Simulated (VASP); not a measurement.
# Ag (P-1) in VASP: further runs, part 2 of 2

VASP 6.6.1. Earlier steps stand in the parts before.

### 3 Single point, PBEsol

Contents of INCAR:

```
  ALGO = Fast
  EDIFF = 1E-7
  ENCUT = 520
  GGA = PS
  ISIF = 2
  ISMEAR = 0
  LASPH = True
  LCHARG = True
  LELF = True
  LREAL = False
  LVHAR = True
  LWAVE = False
  NBANDS = 12
  NELM = 80
  PREC = Accurate
  SIGMA = 0.15
```

Contents of KPOINTS:

```
k-points
0
Gamma
  14 14 14
```

Contents of POSCAR:

```
Ag
1.0
   -0.0383145568      1.9617819999      1.9262204239
    2.0515959885     -0.0708799725      1.9587858396
    2.0645426724      2.0072940994     -0.0838266564
Ag
1
Direct
    0.0000000000      0.0000000000      0.0000000000
```

Potentials or basis: VASP PAW PBE potentials, release 64 (Ag).

Launch:

```sh
$ cat potpaw_PBE.64/Ag/POTCAR > POTCAR
$ mpirun -np 1 vasp_std > vasp.out
```

OUTCAR:

```text
EDIFF = 1E-7
   ENCUT = 520
   GGA = PS
   ISIF = 2
   ISMEAR = 0
   LASPH = True
   LREAL = False
   NELM = 80
   PREC = Accurate

 ion  position               nearest neighbor table
   1  0.000  0.000  0.000-

  LATTYP: Found a triclinic cell.
 ALAT       =     5.0525989029
 B/A-ratio  =     0.5767276292
 C/A-ratio  =     0.8223187675
 COS(alpha) =     0.0087365489
 COS(beta)  =     0.4113889971
 COS(gamma) =     0.8735027251

  Lattice vectors:

 A1 = (  -2.0774893563,  -4.0854681713,   2.1264391524)
 A2 = (  -0.0129466839,  -2.0781740719,   2.0426124960)
 A3 = (  -4.1544532177,   0.0253678730,   0.0512612407)

Analysis of symmetry for initial positions (statically):
=====================================================================
 Subroutine PRICEL returns:
 Original cell was already a primitive cell.

 Routine SETGRP: Setting up the symmetry group for a
 triclinic supercell.

 Subroutine GETGRP returns: Found  2 space group operations
 (whereof  2 operations were pure point group operations)
 out of a pool of  2 trial point group operations.

The static configuration has the point symmetry S_2 .

Analysis of symmetry for dynamics (positions and initial velocities):
=====================================================================
 Subroutine PRICEL returns:
 Original cell was already a primitive cell.

 Routine SETGRP: Setting up the symmetry group for a
 triclinic supercell.

 Subroutine GETGRP returns: Found  2 space group operations
 (whereof  2 operations were pure point group operations)
 out of a pool of  2 trial point group operations.

The dynamic configuration has the point symmetry S_2 .

 Subroutine INISYM returns: Found  2 space group operations
 (whereof  2 operations are pure point group operations),
 and found     1 'primitive' translations

----------------------------------------------------------------------------------------

                                     Primitive cell

  volume of cell :      16.6356

  direct lattice vectors                    reciprocal lattice vectors
    -0.038314557  1.961782000  1.926220424    -0.235995029  0.253431001  0.256347390
     2.051595988 -0.070879972  1.958785840     0.242308173 -0.238858459  0.248087991
     2.064542672  2.007294099 -0.083826656     0.239200423  0.242063852 -0.241774848

  length of vectors
     2.749614835  2.837412912  2.880727852     0.430853700  0.421087004  0.417452785

  position of ions in fractional coordinates (direct lattice)
     0.000000000  0.000000000  0.000000000

  ion indices of the primitive-cell ions
   primitive index   ion index
                 1           1

----------------------------------------------------------------------------------------

 KPOINTS: k-points

Automatic generation of k-mesh.
 Grid dimensions read from file:
 generate k-points for:   14   14   14

 Generating k-lattice:

  Cartesian coordinates                     Fractional coordinates (reciprocal lattice)
    -0.016856788  0.018102214  0.018310528     0.071428571  0.000000000  0.000000000
     0.017307727 -0.017061318  0.017720571     0.000000000  0.071428571  0.000000000
     0.017085744  0.017290275 -0.017269632     0.000000000 -0.000000000  0.071428571

  Length of vectors
     0.030775264  0.030077643  0.029818056

  Shift w.r.t. Gamma in fractional coordinates (k-lattice)
     0.000000000  0.000000000  0.000000000

 Subroutine IBZKPT returns following result:
 ===========================================

 Found   1376 irreducible k-points:

 Following reciprocal coordinates:
            Coordinates               Weight
  0.000000  0.000000  0.000000      1.000000
  0.071429  0.000000  0.000000      2.000000
  0.142857 -0.000000  0.000000      2.000000
  0.214286 -0.000000  0.000000      2.000000
  0.285714 -0.000000  0.000000      2.000000
  0.357143 -0.000000  0.000000      2.000000
[... 16 lines left out ...]
 -0.000000  0.142857 -0.000000      2.000000
  0.071429  0.142857 -0.000000      2.000000
 [... further k-points ...]
   k-points           NKPTS =   1376   k-points in BZ     NKDIM =   1376   number of bands    NBANDS=     12
   number of dos      NEDOS =    301   number of ions     NIONS =      1
   total plane-waves  NPLWV =  11520
   dimension x,y,z NGX =    20 NGY =   24 NGZ =   24
   dimension x,y,z NGXF=    40 NGYF=   48 NGZF=   48
   ions per type =               1
   NGX,Y,Z   is equivalent  to a cutoff of  12.09, 14.06, 13.85 a.u.
   NGXF,Y,Z  is equivalent  to a cutoff of  24.18, 28.12, 27.70 a.u.
 SYSTEM =  unknown system
   PREC   = accura    normal or accurate (medium, high low for compatibility)
   ISTART =      0    job   : 0-new  1-cont  2-samecut
   ICHARG =      2    charge: 1-file 2-atom 10-const
   ISPIN  =      1    spin polarized calculation?
   LNONCOLLINEAR =      F non collinear calculations
   LSORBIT =      F    spin-orbit coupling
   LASPH  =      T    aspherical Exc in radial PAW
   ENCUT  =  520.0 eV  38.22 Ry    6.18 a.u.   5.11  5.28  5.36*2*pi/ulx,y,z
   NELM   =     80;   NELMIN=  2; NELMDL= -5     # of ELM steps
   EDIFF  = 0.1E-06   stopping-criterion for ELM
   LREAL  =      F    real-space projection
   EDIFFG = 0.1E-05   stopping-criterion for IOM
   NSW    =      0    number of steps for IOM
   IBRION =     -1    ionic relax: 0-MD 1-quasi-New 2-CG
   NFREE  =      0    steps in history (QN), initial steepest desc. (CG)
   ISIF   =      2    stress and relaxation
   ISYM   =      2    0-nonsym 1-usesym 2-fastsym
   POTIM  = 0.5000    time-step for ionic-motion
   TEBEG  =    0.0;   TEEND  =   0.0 temperature during run
   PSTRESS=    0.0 pullay stress
   NELECT =      11.0000    total number of electrons
   NUPDOWN=      -1.0000    fix difference up-down
   EMIN   =  10.00;   EMAX   =-10.00  energy-range for DOS
   EFERMI =   0.00;   METHOD = LEGACY
   ISMEAR =     0;   SIGMA  =   0.15  broadening in eV -4-tet -1-fermi 0-gaus
   EFERMI_NEDOS =   21; number of points for ismear=-14 and -15
   IALGO  =     68    algorithm
   IMIX   =      4    mixing-type and parameters
     AMIX     =   0.40;   BMIX     =  1.00
     AMIX_MAG =   1.60;   BMIX_MAG =  1.00
  volume/ion in A,a.u.               =      16.64       112.26
  Fermi-wavevector in a.u.,A,eV,Ry     =   1.426241  2.695205 27.676477  2.034164
  Thomas-Fermi vector in A             =   2.546539
   LORBIT       =      0    0 simple, 1 ext, 2 COOP (PROOUT), +10 PAW based schemes
   GGA     = PS    functional components
   LHFCALC =     F    Hartree Fock is set to
   AEXX    =    0.0000 exact exchange contribution
   IVDW    =     0    specifies the selected vdW correction
   LEPSILON=     F    determine dielectric tensor
   LRPA    =     F    only Hartree local field effects (RPA)
 non-spin polarized calculation
 RMM-DIIS sequential band-by-band and
 Gauss-broadening in eV      SIGMA  =   0.15
  energy-cutoff  :      520.00
  volume of cell :       16.64
 maximum number of plane-waves:       465
   NGX = 11   NGY = 11   NGZ = 11

 number of electron      11.0000000 magnetization

 Free energy of the ion-electron system (eV)
  ---------------------------------------------------
  ext. energy  EPLUGINS =         0.00000000
  ---------------------------------------------------
  free energy    TOTEN  =        -3.29562069 eV

  energy without entropy =       -3.29257961  energy(sigma->0) =       -3.29410015

 E-fermi :   8.5553     XC(G=0): -12.5574

 val. band max:        8.5544314269   @ k =   0.0000   0.4286   0.4286
 cond. band min:       8.5610786870   @ k =   0.5000   0.3571   0.3571
 fundamental gap:      0.0066472601
 Fermi energy:         8.5552946619

 k-point     1 :       0.0000    0.0000    0.0000
  band No.  band energies     occupation
      1       0.5634      2.00000
      2       3.4647      2.00000
      3       3.5915      2.00000
      4       4.0337      2.00000
      5       4.7008      2.00000
      6       4.9607      2.00000
      7      24.4947      0.00000
      8      27.4776      0.00000
      9      27.9952      0.00000
     10      29.7587      0.00000
     11      32.9401      0.00000
     12      33.4946      0.00000
[... 331 lines left out ...]
 k-point    24 :       0.0714    0.1429   -0.0000
  band No.  band energies     occupation
      1       1.1434      2.00000
      2       3.5319      2.00000
      3       3.6185      2.00000
      4       4.0998      2.00000
      5       4.7352      2.00000
      6       4.8630      2.00000
      7      23.9996      0.00000
      8      25.4157      0.00000
      9      27.6204      0.00000
     10      29.0051      0.00000
     11      32.5469      0.00000
     12      33.4361      0.00000

 [... further k-points ...]
[... 5 lines left out ...]
  --------------------------------------------------------------------------------------
  -------------------------------------------------------------------------------------
  Total       -0.0833590      0.0886211      0.1446905      0.0384947      0.3495063      0.1289604
  in kB       -8.0283242      8.5351178     13.9351683      3.7074296     33.6610170     12.4202046
  external PRESSURE =       4.8139873 kB  Pullay stress =       0.0000000 kB

 VOLUME and BASIS-vectors are now :
 -----------------------------------------------------------------------------
  energy-cutoff  :      520.00
  volume of cell :       16.64
      direct lattice vectors                 reciprocal lattice vectors
    -0.038314557  1.961782000  1.926220424    -0.235995029  0.253431001  0.256347390
     2.051595988 -0.070879972  1.958785840     0.242308173 -0.238858459  0.248087991
     2.064542672  2.007294099 -0.083826656     0.239200423  0.242063852 -0.241774848

 POSITION                                       TOTAL-FORCE (eV/Angst)
 -----------------------------------------------------------------------------------
      0.00000      0.00000      0.00000        -0.000000     -0.000000      0.000000
 -----------------------------------------------------------------------------------
    total drift:                               -0.000000     -0.000000     -0.000000

  FREE ENERGIE OF THE ION-ELECTRON SYSTEM (eV)
  ---------------------------------------------------
  free  energy   TOTEN  =        -3.2956206944 eV

  energy  without entropy=       -3.2925796140  energy(sigma->0) =       -3.29410015
```

Wall time 2.6 min (1 thread of AMD EPYC 9R45 (Zen 5), shared host); peak memory 0.33 GiB.

Results:

```yaml
Free_energy: -3.2956 eV
Pressure: 0.5 GPa
Band_gap_on_the_k_mesh: zero (an odd number of electrons rules out a gap without spin polarisation)
```

Stress tensor (GPa, compression positive):
```
-0.80  0.37  1.24
 0.37  0.85  3.37
 1.24  3.37  1.39
```

Levels at points of the mesh, in eV from the Fermi level:
```
           k point  band 1  band 2  band 3  band 4  band 5  band 6  band 7  band 8  band 9  band 10
(0.00, 0.00, 0.00)   -7.99   -5.09   -4.96   -4.52   -3.85   -3.59   15.94   18.92   19.44    21.20
(0.50, 0.00, 0.00)   -6.52   -5.01   -4.71   -3.09   -2.76   -0.41    3.93   15.22   17.73    18.22
(0.00, 0.50, 0.00)   -6.56   -5.18   -4.52   -3.03   -2.86   -0.67    3.44   15.15   18.05    19.35
(0.50, 0.50, 0.00)   -6.57   -6.41   -3.01   -2.76   -2.57    1.95    7.51   10.15   10.64    16.94
(0.00, 0.00, 0.50)   -6.58   -5.18   -4.51   -2.99   -2.91   -0.76    3.27   15.33   18.07    19.68
(0.50, 0.00, 0.50)   -6.58   -6.41   -2.99   -2.82   -2.55    1.62    7.05   10.25   11.20    17.06
(0.00, 0.50, 0.50)   -6.62   -6.41   -2.94   -2.75   -2.66    1.12    6.33   10.14   12.34    16.96
(0.50, 0.50, 0.50)   -6.50   -4.92   -4.88   -2.98   -2.73   -0.10    4.45   14.85   17.12    17.60
```

Caveat: the PAW data sets were made with another functional, which shifts forces and pressure a little.
